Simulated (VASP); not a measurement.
A run of VASP 6.6.1:

Contents of POSCAR:

```
Mo
1.0
   -1.5751461432      1.5751461432      1.5751461432
    1.5751461432     -1.5751461432      1.5751461432
    1.5751461432      1.5751461432     -1.5751461432
Mo
1
Direct
    0.0000000000      0.0000000000      0.0000000000
```

File INCAR.step1:

```
PREC = Accurate ; ENCUT = 520
ISMEAR = 0 ; SIGMA = 0.05
LREAL = F ; LASPH = T
NELM = 80 ; NBANDS = 13
GGA = PE ; ALGO = Normal
EDIFF = 1E-4 ; LWAVE = T
LCHARG = F
```

The input INCAR.step2:

```
PREC = Accurate ; ENCUT = 520
EDIFF = 1E-7 ; ISMEAR = 0
SIGMA = 0.05 ; LREAL = F
LASPH = T ; NELM = 80
ALGO = Normal ; ISIF = 2
LWAVE = F ; LCHARG = F
METAGGA = R2SCAN ; LMIXTAU = T
NBANDS = 13 ; ISTART = 1
```

KPOINTS

```
regular mesh
0
Gamma
  18 18 18
```

Potentials or basis: VASP PAW PBE potentials, release 64 (Mo_sv).

Command:

```sh
$ cat potpaw_PBE.64/Mo_sv/POTCAR > POTCAR
$ cp INCAR.step1 INCAR
$ mpirun -np 1 vasp_std > vasp.out
$ cp INCAR.step2 INCAR
$ mpirun -np 1 vasp_std > vasp.out
```

Hardware: 1 thread of Intel(R) Xeon(R) 6975P-C (Granite Rapids), with other jobs on the host.

Task: Estimate the wall time of this run.

Result: Run time: 63 s on 1 thread of Intel(R) Xeon(R) 6975P-C (Granite Rapids), with other jobs on the host, peak memory 0.16 GiB. Counts: k points 195.
